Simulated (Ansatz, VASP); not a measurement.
**One calculation of HfO2, two programs**

```
Hf O
1.0
     0.00000    2.52918    2.52918
     2.46393    0.00000    2.52918
     2.46393    2.52918    0.00000
Hf O
1 2
Cartesian
  0.0000 0.0000 0.0000
  1.2320 1.2646 1.2646
  3.6959 3.7938 3.7938
```

Change from the starting cell: uniaxial_x strain -2.6%.

Alike in both runs: task single point; functional PBE; k mesh 8 × 8 × 8; occupations fermi-dirac, width 0.02 eV; no spin polarisation.

```csv
,VASP,Ansatz
version,VASP 6.6.1,Ansatz 0.2.0
potentials or method,"VASP PAW PBE potentials, release 64 (Hf_pv, O)","plane waves, PAW"
plane-wave cutoff (eV),520,420
valence electrons in the cell,22,38
```

|  | VASP | Ansatz | Ansatz less VASP |
| --- | --- | --- | --- |
| gap on the k mesh at the Fermi level (eV) | 3.61 | 3.60 | -0.004 |
| pressure (GPa) | 9.4 | 13.5 | +4.08 |
| traceless stress, the component that is largest in VASP (GPa) | 8.50 | 8.33 | -0.168 |

VASP's potentials hold 22 valence electrons a cell and Ansatz's 38, so a difference there can come from the potentials and not from the codes.

Spin-orbit coupling is off throughout.
